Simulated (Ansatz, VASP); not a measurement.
## One calculation of TiRh3, two programs

File INCAR:

```
SYSTEM = TiRh3
PREC = Accurate
ENCUT = 520
EDIFF = 1E-6
ISMEAR = -1
SIGMA = 0.03
LREAL = .FALSE.
LASPH = .TRUE.
NELM = 80
ALGO = Normal
ISIF = 2
LWAVE = .FALSE.
LCHARG = .FALSE.
GGA = CA
NBANDS = 36
```

The input KPOINTS:

```
regular mesh
0
G
  10 10 10
  0 0 0
```

File POSCAR:

```
TiRh3
1.0
    3.8346977677      0.0000000000      0.0000000000
    0.0000000000      3.8346977677      0.0000000000
    0.0000000000      0.0000000000      3.8346977677
Ti Rh
1 3
Direct
    0.0000000000      0.0000000000      0.0000000000
    0.0000000000      0.5000000000      0.5000000000
    0.5000000000      0.0000000000      0.5000000000
    0.5000000000      0.5000000000      0.0000000000
```

Input for Ansatz:

```yaml
crystal:
  lattice:
    - [3.8346977677, 0.0, 0.0]
    - [0.0, 3.8346977677, 0.0]
    - [0.0, 0.0, 3.8346977677]
  atoms:
    - { symbol: Ti, position: [0.0, 0.0, 0.0] }
    - { symbol: Rh, position: [0.0, 0.5, 0.5] }
    - { symbol: Rh, position: [0.5, 0.0, 0.5] }
    - { symbol: Rh, position: [0.5, 0.5, 0.0] }
kpoints:
  mp_grid: { grid: [10, 10, 10] }
  band_path:
    path:
      - [0.0, 0.0, 0.0]
      - [0.0, 0.5, 0.0]
      - [0.5, 0.5, 0.0]
      - [0.0, 0.0, 0.0]
      - [0.5, 0.5, 0.5]
      - [0.0, 0.5, 0.0]
      - [0.5, 0.5, 0.5]
      - [0.5, 0.5, 0.0]
    npoints: 5
scf:
  occupations: { method: fermi_dirac, width: 0.03 }
hamiltonian:
  xc: lda
  pseudopotentials: { kind: all_electron, lapw: { basis_error: 0.001 } }
output:
  forces: true
  stress: true
  eigenvalues: true
```

Change from the starting cell: volume scaled by 1.01.

Alike in both runs: task single point; functional LDA; k mesh 10 × 10 × 10; occupations fermi-dirac, width 0.03 eV; no spin polarisation.

|  | VASP | Ansatz |
| --- | --- | --- |
| version | VASP 6.6.1 | Ansatz 0.2.0 |
| potentials or method | VASP PAW LDA potentials, release 64 (Ti_sv, Rh_pv), cutoff 520 eV | all-electron LAPW, scalar-relativistic |

```csv
,VASP,Ansatz,Ansatz less VASP
pressure (GPa),-11.8,-12.5,-0.70
```

LDA's correlation is that of Perdew and Zunger in VASP and of Perdew and Wang (1992) in Ansatz. Ansatz ran all-electron here, and VASP with PAW potentials.
